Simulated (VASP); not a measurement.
Write the native input for VASP 6.6.1 that does the following.

```
Task                   : single point
Functional             : PBE
Potentials or basis    : VASP PAW PBE potentials, release 64 (Li_sv, K_sv, F)
Cutoff                 : 520 eV
k mesh                 : 8 × 8 × 8
Occupations            : gaussian, width 0.01 eV
Spin                   : no spin polarisation
Dipole correction      : no
Further INCAR settings : ALGO = Normal; EDIFF = 1e-07; NBANDS = 21
```

The structure of KLiF2 lies in POSCAR:

```
KLiF2
1.0
    1.6978630620      0.9802616959      5.8127410365
   -1.6978630620      0.9802616959      5.8127410365
    0.0000000000     -1.9605233918      5.8127410365
Li K F
1 1 2
Direct
    1.0000000000      0.0000000000      0.0000000000
    0.5000000000      0.5000000000      0.5000000000
    0.2680733507      0.2680733507      0.2680733507
    0.7319266493      0.7319266493      0.7319266493
```

One way to write it, as run:

INCAR

```
PREC = Accurate
ENCUT = 520
EDIFF = 1E-7
ISMEAR = 0
SIGMA = 0.01
LREAL = False
LASPH = True
NELM = 80
ALGO = Normal
ISIF = 2
LWAVE = False
LCHARG = False
GGA = PE
NBANDS = 21
```

KPOINTS

```
Automatic mesh
0
Gamma
  8 8 8
```

Potentials or basis: VASP PAW PBE potentials, release 64 (Li_sv, K_sv, F).

Launch:

```console
$ cat potpaw_PBE.64/Li_sv/POTCAR potpaw_PBE.64/K_sv/POTCAR potpaw_PBE.64/F/POTCAR > POTCAR
$ mpirun -np 1 vasp_std > vasp.out
```

Results of the run:

* Largest force: 0.075 eV/Å
* Band gap on the k mesh: 6.10 eV

It took 3.9 min on 1 thread of Intel Xeon 8259CL (shared host), peak memory 0.36 GiB.
